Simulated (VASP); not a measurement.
A run of VASP 6.6.1 is set up as follows.

File INCAR:

```
SYSTEM = Si
ALGO = Normal
EDIFF = 1E-7
ENCUT = 520
GGA = PE
ISIF = 2
ISMEAR = 0
ISPIN = 2
LASPH = .True.
LCHARG = .False.
LORBIT = 11
LREAL = Auto
LWAVE = .False.
MAGMOM = 0 0 0 0 0 0 0 0 0 0 0 0 0 0 0 0 0 0 0 0 0 0 0 0 0 0 0 0 0 0 0 0 0
NBANDS = 92
NELM = 150
PREC = Accurate
SIGMA = 0.05
```

KPOINTS

```
k-points
0
Gamma
  3 3 1
  0 0 0
```

POSCAR

```
Si
1.0
    7.5896000000      0.0000000000      0.0000000000
   -3.7948000000      6.5727860000      0.0000000000
    0.0000000000      0.0000000000     12.7099000000
Si
33
Direct
   -0.0022358469     -0.0023231758      0.3952417664
   -0.0035269086      0.4973552275      0.4087545214
    0.4986781796     -0.0002553711      0.4090225998
    0.4982187107      0.4977371284      0.4087726753
   -0.0022035017     -0.0022755912      0.9217727906
   -0.0008405711      0.4989086357      0.9054204593
    0.4979434023     -0.0020347119      0.9050277634
    0.4970102892      0.4986857928      0.9054231508
   -0.0022781940     -0.0021829358      0.1046974767
   -0.0036788292      0.4972134726      0.0912048416
    0.4985289522     -0.0004085633      0.0909490171
    0.4982130673      0.4976303910      0.0912390640
   -0.0025150051     -0.0024882183      0.5781298494
   -0.0010338121      0.4987939744      0.5946151169
    0.4973901771     -0.0027107330      0.5949861597
    0.4969107960      0.4985559182      0.5946578612
    0.1667334776      0.3360999400      0.3424499624
    0.1673811616      0.8288522548      0.3423772666
    0.6642509461      0.3316485630      0.3431979676
    0.6593038518      0.8291339555      0.3424081841
    0.3207475371      0.1599201216      0.8438049459
    0.3314752747      0.6654102996      0.8419822301
    0.8371679888      0.1600767033      0.8437624071
    0.8358744226      0.6745753152      0.8438868036
    0.1668040503      0.3362745852      0.1575762142
    0.1671827907      0.8287229586      0.1574865977
    0.6641797504      0.3314852439      0.1568232085
    0.6592034374      0.8290313295      0.1575113705
    0.3203897993      0.1595683831      0.6562403433
    0.3311120555      0.6648900570      0.6581246060
    0.8368035098      0.1598520484      0.6561743173
    0.8358577880      0.6745567889      0.6563708904
    0.6640227422      0.3304711420      0.7497859176
```

Potentials or basis: VASP PAW PBE potentials, release 64 (Si).

The run is started by

```sh
$ cat potpaw_PBE.64/Si/POTCAR > POTCAR
$ mpirun -np 1 vasp_std > vasp.out
```

Estimate the largest force.

0.022 eV/Å.

Predict the pressure.

4.0 GPa.

What does it give for the net moment?

0.00 μB per cell.

Stress tensor (GPa, compression positive):
```
5.34 0.00 0.00
0.00 5.32 0.00
0.00 0.00 1.30
```

Caveat: the k points lie up to 0.49 Å⁻¹ apart.
